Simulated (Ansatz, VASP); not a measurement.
# Two plane-wave programs on Ti

```xyz
1
Lattice="-1.7184 1.7184 1.4606 1.7184 -1.7184 1.4606 1.7184 1.7184 -1.4606" Properties=species:S:1:pos:R:3 pbc="T T T"
Ti    0.0000    0.0000    0.0000
```

Alike in both runs: task single point; functional PBE; k mesh 28 × 28 × 28; occupations gaussian, width 0.15 eV; no spin polarisation.

|  | VASP | Ansatz |
| --- | --- | --- |
| version | VASP 6.6.1 | Ansatz 0.2.0 |
| potentials or method | VASP PAW PBE potentials, release 64 (Ti_sv), cutoff 520 eV | scalar-relativistic, plane waves, PAW |
| valence electrons in the cell | 12 | 12 |

|  | VASP | Ansatz | Ansatz less VASP |
| --- | --- | --- | --- |
| gap on the k mesh at the Fermi level (eV) | none | none | - |
| pressure (GPa) | -0.2 | 0.1 | +0.26 |
| traceless stress, the component that is largest in VASP (GPa) | 0.94 | 0.99 | +0.053 |

A gap of «none» marks a metal or a gap that the smearing closes. The functional is the same, so the differences come from potentials, cutoffs and numerics.
